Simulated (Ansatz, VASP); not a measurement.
**PtSe2: VASP beside Ansatz**

The input INCAR:

```
PREC = Accurate
ENCUT = 520
EDIFF = 1E-6
ISMEAR = 0
SIGMA = 0.1
LREAL = F
LASPH = T
NELM = 80
ALGO = Normal
ISIF = 2
LWAVE = F
LCHARG = T
GGA = PS
LELF = T
LVHAR = T
NBANDS = 18
```

Contents of KPOINTS:

```
regular mesh
0
Gamma
  15 15 4
```

Contents of POSCAR:

```
PtSe2
1.0
    3.3282301326      0.0000000000      0.0000000000
   -1.6641150664      2.8823318445      0.0000000000
    0.0000000000      0.0000000000     16.7098174696
Pt Se
1 2
Direct
    0.0000000000      0.0000000000      0.0000000000
    0.3333333300      0.6666666700      0.0997865200
    0.3333333300      0.6666666700      0.9002134800
```

Input for Ansatz:

```yaml
crystal:
  lattice:
    - [3.3282301326, 0.0, 0.0]
    - [-1.6641150664, 2.8823318445, 0.0]
    - [0.0, 0.0, 16.7098174696]
  atoms:
    - { symbol: Pt, position: [0.0, 0.0, 0.0] }
    - { symbol: Se, position: [0.33333333, 0.66666667, 0.09978652] }
    - { symbol: Se, position: [0.33333333, 0.66666667, 0.90021348] }
basis:
  ecutwfc: 420
kpoints:
  mp_grid: { grid: [15, 15, 4] }
hamiltonian:
  xc: pbesol
scf:
  occupations: { method: gaussian, width: 0.1 }
output:
  forces: true
  stress: true
  eigenvalues: true
```

Alike in both runs: task single point; functional PBEsol; k mesh 15 × 15 × 4; occupations gaussian, width 0.1 eV; no spin polarisation.

|  | VASP | Ansatz |
| --- | --- | --- |
| version | VASP 6.6.1 | Ansatz 0.2.0 |
| potentials or method | VASP PAW PBE potentials, release 64 (Pt, Se), cutoff 520 eV | scalar-relativistic, plane waves, PAW |
| valence electrons in the cell | 22 | 50 |

Ansatz gave:

* gap on the k mesh at the Fermi level (eV): none
* rms of the force components (eV/Å): 0.110

**Question.** Estimate VASP's values.

**Answer.** gap on the k mesh at the Fermi level (eV): none; rms of the force components (eV/Å): 0.102.

VASP's potentials were made for PBE, not for PBEsol. Atom by atom the forces differ by 0.008 eV/Å (rms over components). A gap of «none» marks a metal or a gap that the smearing closes. The functional is the same, so the differences come from potentials, cutoffs and numerics. VASP's potentials hold 22 valence electrons a cell and Ansatz's 50, so a difference there can come from the potentials and not from the codes.

Spin-orbit coupling is off throughout.
